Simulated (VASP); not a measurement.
A run of VASP 6.6.1 is set up as follows.

Contents of INCAR:

```
SYSTEM = H
ALGO = Normal
EDIFF = 1E-6
ENCUT = 520
GGA = PE
ISIF = 2
ISMEAR = 0
LASPH = .True.
LCHARG = .False.
LREAL = .False.
LWAVE = .False.
NBANDS = 10
NELM = 100
PREC = Accurate
SIGMA = 0.02
```

Contents of KPOINTS:

```
k-points
0
Gamma
  8 8 4
  0 0 0
```

File POSCAR:

```
H
1.0
    1.6485318600     -2.7316882300      0.0000000000
    1.6485318600      2.7316882300      0.0000000000
    0.0000000000      0.0000000000      6.3137686200
H
4
Direct
    0.5678085000      0.4321915000      0.9995149500
    0.4321915000      0.5678085000      0.0004850500
    0.4321915000      0.5678085000      0.4995149500
    0.5678085000      0.4321915000      0.5004850500
```

Potentials or basis: VASP PAW PBE potentials, release 64 (H).

The run is started by

```console
$ cat potpaw_PBE.64/H/POTCAR > POTCAR
$ mpirun -np 1 vasp_std > vasp.out
```

(1) What does it give for the largest force?

(2) What does it give for the pressure?

(3) Estimate the band gap on the k mesh.

## Answers

(1) 0.305 eV/Å.

(2) 0.5 GPa.

(3) 8.32 eV.
